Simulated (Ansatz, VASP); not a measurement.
# One calculation of Cl, two programs

INCAR

```
SYSTEM = Cl
PREC = Accurate ; ENCUT = 520
EDIFF = 1E-7 ; ISMEAR = -1
SIGMA = 0.08 ; LREAL = .FALSE.
LASPH = .TRUE. ; NELM = 60
ALGO = Normal ; ISIF = 2
LWAVE = .FALSE. ; LCHARG = .TRUE.
GGA = PE ; LELF = .TRUE.
LVHAR = .TRUE. ; NBANDS = 14
```

File KPOINTS:

```
regular mesh
0
G
  14 14 8
  0 0 0
```

File POSCAR:

```
Cl
1.0
    3.3806590165      0.0000000000      0.0000000000
   -1.6903295082      2.9277365898      0.0000000000
    0.0000000000      0.0000000000      3.9378946033
Cl
2
Direct
    0.3333333333      0.6666666667      0.2500000000
    0.6666666667      0.3333333333      0.7500000000
```

Input for Ansatz:

```yaml
crystal:
  lattice:
    - [3.3806590165, 0.0, 0.0]
    - [-1.6903295082, 2.9277365898, 0.0]
    - [0.0, 0.0, 3.9378946033]
  atoms:
    - { symbol: Cl, position: [0.3333333333, 0.6666666667, 0.25] }
    - { symbol: Cl, position: [0.6666666667, 0.3333333333, 0.75] }
kpoints:
  mp_grid: { grid: [14, 14, 8] }
  band_path:
    path:
      - [0.0, 0.0, 0.0]
      - [0.5, 0.0, 0.0]
      - [0.3333333333, 0.3333333333, 0.0]
      - [0.0, 0.0, 0.0]
      - [0.0, 0.0, 0.5]
      - [0.5, 0.0, 0.5]
      - [0.3333333333, 0.3333333333, 0.5]
      - [0.0, 0.0, 0.5]
      - [0.5, 0.0, 0.5]
    npoints: 8
scf:
  occupations: { method: fermi_dirac, width: 0.08 }
hamiltonian:
  xc: pbe
  pseudopotentials: { kind: all_electron, lapw: { basis_error: 0.001 } }
output:
  forces: true
  stress: true
  eigenvalues: true
  populations: true
  dos: { projected: true, de: 0.2, e_range: [-14, 8] }
```

Change from the starting cell: volume scaled by 0.85, LAPW.

Alike in both runs: task single point; functional PBE; k mesh 14 × 14 × 8; occupations fermi-dirac, width 0.08 eV; no spin polarisation.

```csv
,VASP,Ansatz
version,VASP 6.6.1,Ansatz 0.2.0
potentials or method,"VASP PAW PBE potentials, release 64 (Cl), cutoff 520 eV","all-electron LAPW, scalar-relativistic"
```

```tsv
	VASP	Ansatz	Ansatz less VASP
pressure (GPa)	6.0	6.2	+0.15
traceless stress, the component that is largest in VASP (GPa)	-0.08	-0.07	+0.009
```

Ansatz ran all-electron here, and VASP with PAW potentials.
